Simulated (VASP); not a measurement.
# Hf (P6_3/mmc) in VASP: a series of runs

The runs below take Hf through single point, relaxation of cell and atoms, with PBEsol.

All numbers are computed with VASP 6.6.1; they aren't measurements. Logs are shortened: lines on timing, memory, paths and dates and some standing lists are left out, and cuts for length are marked.

## 1. The cell of the first run

It takes space group P6_3/mmc (No. 194, hexagonal). The conventional cell has a = 3.161 Å, b = 3.161 Å, c = 4.996 Å, α = 90.00°, β = 90.00°, γ = 120.00°. Hf (site symmetry -6m2) has 12 Hf at 3.09 to 3.16 Å within 4.1 Å.

## 2. Single point, PBEsol

Contents of INCAR:

```
PREC = Accurate
ENCUT = 520
EDIFF = 1E-7
ISMEAR = 0
SIGMA = 0.05
LREAL = F
LASPH = T
NELM = 100
ALGO = Normal
ISIF = 2
LWAVE = F
LCHARG = T
GGA = PS
LELF = T
LVHAR = T
NBANDS = 17
```

Contents of KPOINTS:

```
regular mesh
0
Gamma
  16 16 8
```

Contents of POSCAR:

```
Hf
1.0
    3.1607638635      0.0000000000      0.0000000000
   -1.5803819317      2.7373018011      0.0000000000
    0.0000000000      0.0000000000      4.9955569705
Hf
2
Direct
    0.3333333333      0.6666666667      0.7500000000
    0.6666666667      0.3333333333      0.2500000000
```

Potentials or basis: VASP PAW PBE potentials, release 64 (Hf_pv).

Command:

```console
cat potpaw_PBE.64/Hf_pv/POTCAR > POTCAR
mpirun -np 1 vasp_std > vasp.out
```

OUTCAR:

```text
PREC = Accurate
   ENCUT = 520
   EDIFF = 1E-7
   ISMEAR = 0
   LREAL = F
   LASPH = T
   NELM = 100
   ISIF = 2
   GGA = PS

 ion  position               nearest neighbor table
   1  0.333  0.667  0.750-   2 3.09   2 3.09   2 3.09   2 3.09   2 3.09   2 3.09
   2  0.667  0.333  0.250-   1 3.09   1 3.09   1 3.09   1 3.09   1 3.09   1 3.09

  LATTYP: Found a hexagonal cell.
 ALAT       =     3.1607638635
 C/A-ratio  =     1.5804904087

  Lattice vectors:

 A1 = (   3.1607638635,   0.0000000000,   0.0000000000)
 A2 = (  -1.5803819317,   2.7373018011,   0.0000000000)
 A3 = (   0.0000000000,   0.0000000000,   4.9955569705)

Analysis of symmetry for initial positions (statically):
=====================================================================
 Subroutine PRICEL returns:
 Original cell was already a primitive cell.

 Routine SETGRP: Setting up the symmetry group for a
 hexagonal supercell.

 Subroutine GETGRP returns: Found 24 space group operations
 (whereof 12 operations were pure point group operations)
 out of a pool of 24 trial point group operations.

The static configuration has the point symmetry D_3d.
 The point group associated with its full space group is D_6h.

Analysis of symmetry for dynamics (positions and initial velocities):
=====================================================================
 Subroutine PRICEL returns:
 Original cell was already a primitive cell.

 Routine SETGRP: Setting up the symmetry group for a
 hexagonal supercell.

 Subroutine GETGRP returns: Found 24 space group operations
 (whereof 12 operations were pure point group operations)
 out of a pool of 24 trial point group operations.

The dynamic configuration has the point symmetry D_3d.
 The point group associated with its full space group is D_6h.

 Subroutine INISYM returns: Found 24 space group operations
 (whereof 12 operations are pure point group operations),
 and found     1 'primitive' translations

----------------------------------------------------------------------------------------

                                     Primitive cell

  volume of cell :      43.2214

  direct lattice vectors                    reciprocal lattice vectors
     3.160763864  0.000000000  0.000000000     0.316379218  0.182661627  0.000000000
    -1.580381932  2.737301801  0.000000000     0.000000000  0.365323254  0.000000000
     0.000000000  0.000000000  4.995556971     0.000000000  0.000000000  0.200177879

  length of vectors
     3.160763864  3.160763863  4.995556971     0.365323254  0.365323254  0.200177879

  position of ions in fractional coordinates (direct lattice)
     0.333333333  0.666666667  0.750000000
     0.666666667  0.333333333  0.250000000

  ion indices of the primitive-cell ions
   primitive index   ion index
                 1           1
                 2           2

----------------------------------------------------------------------------------------

 KPOINTS: regular mesh

Automatic generation of k-mesh.
 Grid dimensions read from file:
 generate k-points for:   16   16    8

 Generating k-lattice:

  Cartesian coordinates                     Fractional coordinates (reciprocal lattice)
     0.019773701  0.011416352  0.000000000     0.062500000  0.000000000  0.000000000
     0.000000000  0.022832703  0.000000000     0.000000000  0.062500000  0.000000000
     0.000000000  0.000000000  0.025022235     0.000000000  0.000000000  0.125000000

  Length of vectors
     0.022832703  0.022832703  0.025022235

  Shift w.r.t. Gamma in fractional coordinates (k-lattice)
     0.000000000  0.000000000  0.000000000

 Subroutine IBZKPT returns following result:
 ===========================================

 Found    150 irreducible k-points:

 Following reciprocal coordinates:
            Coordinates               Weight
  0.000000  0.000000  0.000000      1.000000
  0.062500  0.000000  0.000000      6.000000
  0.125000  0.000000  0.000000      6.000000
  0.187500  0.000000  0.000000      6.000000
  0.250000  0.000000  0.000000      6.000000
  0.312500  0.000000  0.000000      6.000000
[... 16 lines left out ...]
  0.187500  0.187500  0.000000      6.000000
  0.250000  0.187500  0.000000     12.000000
 [... further k-points ...]
   k-points           NKPTS =    150   k-points in BZ     NKDIM =    150   number of bands    NBANDS=     17
   number of dos      NEDOS =    301   number of ions     NIONS =      2
   total plane-waves  NPLWV =  23040
   dimension x,y,z NGX =    24 NGY =   24 NGZ =   40
   dimension x,y,z NGXF=    48 NGYF=   48 NGZF=   80
   ions per type =               2
   NGX,Y,Z   is equivalent  to a cutoff of  12.62, 12.62, 13.31 a.u.
   NGXF,Y,Z  is equivalent  to a cutoff of  25.25, 25.25, 26.62 a.u.
 SYSTEM =  unknown system
   PREC   = accura    normal or accurate (medium, high low for compatibility)
   ISTART =      0    job   : 0-new  1-cont  2-samecut
   ICHARG =      2    charge: 1-file 2-atom 10-const
   ISPIN  =      1    spin polarized calculation?
   LNONCOLLINEAR =      F non collinear calculations
   LSORBIT =      F    spin-orbit coupling
   LASPH  =      T    aspherical Exc in radial PAW
   ENCUT  =  520.0 eV  38.22 Ry    6.18 a.u.   5.88  5.88  9.29*2*pi/ulx,y,z
   NELM   =    100;   NELMIN=  2; NELMDL= -5     # of ELM steps
   EDIFF  = 0.1E-06   stopping-criterion for ELM
   LREAL  =      F    real-space projection
   EDIFFG = 0.1E-05   stopping-criterion for IOM
   NSW    =      0    number of steps for IOM
   IBRION =     -1    ionic relax: 0-MD 1-quasi-New 2-CG
   NFREE  =      0    steps in history (QN), initial steepest desc. (CG)
   ISIF   =      2    stress and relaxation
   ISYM   =      2    0-nonsym 1-usesym 2-fastsym
   POTIM  = 0.5000    time-step for ionic-motion
   TEBEG  =    0.0;   TEEND  =   0.0 temperature during run
   PSTRESS=    0.0 pullay stress
   NELECT =      20.0000    total number of electrons
   NUPDOWN=      -1.0000    fix difference up-down
   EMIN   =  10.00;   EMAX   =-10.00  energy-range for DOS
   EFERMI =   0.00;   METHOD = LEGACY
   ISMEAR =     0;   SIGMA  =   0.05  broadening in eV -4-tet -1-fermi 0-gaus
   EFERMI_NEDOS =   21; number of points for ismear=-14 and -15
   IALGO  =     38    algorithm
   IMIX   =      4    mixing-type and parameters
     AMIX     =   0.40;   BMIX     =  1.00
     AMIX_MAG =   1.60;   BMIX_MAG =  1.00
  volume/ion in A,a.u.               =      21.61       145.84
  Fermi-wavevector in a.u.,A,eV,Ry     =   1.266248  2.392861 21.815348  1.603383
  Thomas-Fermi vector in A             =   2.399458
   LORBIT       =      0    0 simple, 1 ext, 2 COOP (PROOUT), +10 PAW based schemes
   GGA     = PS    functional components
   LHFCALC =     F    Hartree Fock is set to
   AEXX    =    0.0000 exact exchange contribution
   IVDW    =     0    specifies the selected vdW correction
   LEPSILON=     F    determine dielectric tensor
   LRPA    =     F    only Hartree local field effects (RPA)
 non-spin polarized calculation
 Gauss-broadening in eV      SIGMA  =   0.05
  energy-cutoff  :      520.00
  volume of cell :       43.22
 maximum number of plane-waves:      1194
 NGX is ok and might be reduce to    24
   NGX = 11   NGY = 11   NGZ = 19

 number of electron      19.9999996 magnetization

 Free energy of the ion-electron system (eV)
  ---------------------------------------------------
  ext. energy  EPLUGINS =         0.00000000
  ---------------------------------------------------
  free energy    TOTEN  =       -21.00694788 eV

  energy without entropy =      -21.00501940  energy(sigma->0) =      -21.00598364

 E-fermi :   5.0095     XC(G=0): -11.5507

 val. band max:        4.9972476301   @ k =   0.3750   0.2500   0.3750
 cond. band min:       5.0279405894   @ k =   0.3125   0.3125   0.2500
 fundamental gap:      0.0306929594
 Fermi energy:         5.0095042819

 k-point     1 :       0.0000    0.0000    0.0000
  band No.  band energies     occupation
      1     -26.0137      2.00000
      2     -25.1730      2.00000
      3     -25.1730      2.00000
      4     -25.0315      2.00000
      5     -25.0286      2.00000
      6     -25.0286      2.00000
[... 9 lines left out ...]
     16       7.6804      0.00000
     17      10.5110      0.00000

 k-point     2 :       0.0625    0.0000    0.0000
  band No.  band energies     occupation
      1     -26.0023      2.00000
      2     -25.1977      2.00000
      3     -25.1813      2.00000
      4     -25.0548      2.00000
      5     -25.0368      2.00000
      6     -25.0318      2.00000
[... 9 lines left out ...]
     16       7.5594      0.00000
     17      10.6134      0.00000

 k-point     3 :       0.1250    0.0000    0.0000
  band No.  band energies     occupation
      1     -25.9687      2.00000
      2     -25.2679      2.00000
      3     -25.2045      2.00000
      4     -25.1280      2.00000
      5     -25.0526      2.00000
      6     -25.0414      2.00000
[... 9 lines left out ...]
     16       7.4713      0.00000
     17      10.8519      0.00000

 k-point     4 :       0.1875    0.0000    0.0000
  band No.  band energies     occupation
      1     -25.9157      2.00000
      2     -25.3729      2.00000
      3     -25.2380      2.00000
      4     -25.2342      2.00000
      5     -25.0792      2.00000
      6     -25.0566      2.00000
[... 9 lines left out ...]
     16       7.9996      0.00000
     17      11.1244      0.00000

 k-point     5 :       0.2500    0.0000    0.0000
  band No.  band energies     occupation
      1     -25.8474      2.00000
      2     -25.4967      2.00000
      3     -25.3548      2.00000
      4     -25.2762      2.00000
      5     -25.1161      2.00000
      6     -25.0756      2.00000
[... 9 lines left out ...]
     16       8.6997      0.00000
     17      11.3609      0.00000

 k-point     6 :       0.3125    0.0000    0.0000
  band No.  band energies     occupation
      1     -25.7698      2.00000
      2     -25.6201      2.00000
      3     -25.4709      2.00000
      4     -25.3132      2.00000
      5     -25.1622      2.00000
      6     -25.0954      2.00000
[... 9 lines left out ...]
     16       9.5204      0.00000
     17      11.5353      0.00000

 k-point     7 :       0.3750    0.0000    0.0000
  band No.  band energies     occupation
      1     -25.7240      2.00000
      2     -25.6915      2.00000
      3     -25.5661      2.00000
      4     -25.3439      2.00000
      5     -25.2136      2.00000
      6     -25.1126      2.00000
[... 9 lines left out ...]
     16      10.3792      0.00000
     17      11.6476      0.00000

 k-point     8 :       0.4375    0.0000    0.0000
  band No.  band energies     occupation
      1     -25.7930      2.00000
      2     -25.6284      2.00000
      3     -25.6266      2.00000
      4     -25.3640      2.00000
      5     -25.2605      2.00000
      6     -25.1243      2.00000
[... 9 lines left out ...]
     16      11.1884      0.00000
     17      11.7082      0.00000
[... 203 lines left out ...]
      1     -25.7438      2.00000
      2     -25.6088      2.00000
      3     -25.5165      2.00000
      4     -25.3206      2.00000
      5     -25.1785      2.00000
      6     -25.1473      2.00000
[... 9 lines left out ...]
     16      10.2177      0.00000
     17      11.3107      0.00000

 k-point    20 :       0.3125    0.1250    0.0000
  band No.  band energies     occupation
      1     -25.7045      2.00000
      2     -25.6666      2.00000
      3     -25.5739      2.00000
      4     -25.3734      2.00000
      5     -25.2307      2.00000
      6     -25.1709      2.00000
[... 9 lines left out ...]
     16      11.1645      0.00000
     17      11.3773      0.00000

 k-point    21 :       0.3750    0.1250    0.0000
  band No.  band energies     occupation
      1     -25.7677      2.00000
      2     -25.6112      2.00000
      3     -25.6010      2.00000
      4     -25.4091      2.00000
      5     -25.2797      2.00000
      6     -25.1864      2.00000
[... 9 lines left out ...]
     16      11.4126      0.00000
     17      11.9970      0.00000

 k-point    22 :       0.4375    0.1250    0.0000
  band No.  band energies     occupation
      1     -25.7897      2.00000
      2     -25.6242      2.00000
      3     -25.5724      2.00000
      4     -25.4217      2.00000
      5     -25.3025      2.00000
      6     -25.1919      2.00000
[... 9 lines left out ...]
     16      11.4233      0.00000
     17      12.2814      0.00000

 k-point    23 :       0.1875    0.1875    0.0000
  band No.  band energies     occupation
      1     -25.7506      2.00000
      2     -25.5538      2.00000
      3     -25.5466      2.00000
      4     -25.3049      2.00000
      5     -25.1740      2.00000
      6     -25.1670      2.00000
[... 9 lines left out ...]
     16      10.2142      0.00000
     17      11.2140      0.00000

 k-point    24 :       0.2500    0.1875    0.0000
  band No.  band energies     occupation
      1     -25.6755      2.00000
      2     -25.6473      2.00000
      3     -25.5825      2.00000
      4     -25.3638      2.00000
      5     -25.2242      2.00000
      6     -25.2104      2.00000
[... 9 lines left out ...]
     16      11.1477      0.00000
     17      11.2141      0.00000

 [... further k-points ...]
[... 5 lines left out ...]
  --------------------------------------------------------------------------------------
  -------------------------------------------------------------------------------------
  Total       -0.0870647     -0.0870647     -0.1191226     -0.0000000     -0.0000000     -0.0000000
  in kB       -3.2274098     -3.2274098     -4.4157678     -0.0000000     -0.0000000     -0.0000000
  external PRESSURE =      -3.6235291 kB  Pullay stress =       0.0000000 kB

 VOLUME and BASIS-vectors are now :
 -----------------------------------------------------------------------------
  energy-cutoff  :      520.00
  volume of cell :       43.22
      direct lattice vectors                 reciprocal lattice vectors
     3.160763864  0.000000000  0.000000000     0.316379218  0.182661627  0.000000000
    -1.580381932  2.737301801  0.000000000     0.000000000  0.365323254  0.000000000
     0.000000000  0.000000000  4.995556971     0.000000000  0.000000000  0.200177879

 POSITION                                       TOTAL-FORCE (eV/Angst)
 -----------------------------------------------------------------------------------
     -0.00000      1.82487      3.74667         0.000000      0.000000      0.000000
      1.58038      0.91243      1.24889        -0.000000     -0.000000      0.000000
 -----------------------------------------------------------------------------------
    total drift:                               -0.000000      0.000000     -0.000000

  FREE ENERGIE OF THE ION-ELECTRON SYSTEM (eV)
  ---------------------------------------------------
  free  energy   TOTEN  =       -21.0069478792 eV

  energy  without entropy=      -21.0050193965  energy(sigma->0) =      -21.00598364
```

Run time: 2.8 min. Hardware: 1 thread of AMD EPYC 7R13 (Zen 3), shared host; peak memory 0.19 GiB.

Results:

```yaml
Free_energy: -21.0069 eV
Pressure: -0.4 GPa
Band_gap_on_the_k_mesh: zero (band 10 reaches 6.17 eV, above the bottom of band 11 at 4.68 eV)
```

Stress tensor (GPa, compression positive):
```
-0.32  0.00  0.00
 0.00 -0.32  0.00
 0.00  0.00 -0.44
```

Caveat: the PAW data sets were made with another functional, which shifts forces and pressure a little; spin-orbit coupling is left out, which moves the levels of the heavy elements.

(Part 1 of 2 ends here.)
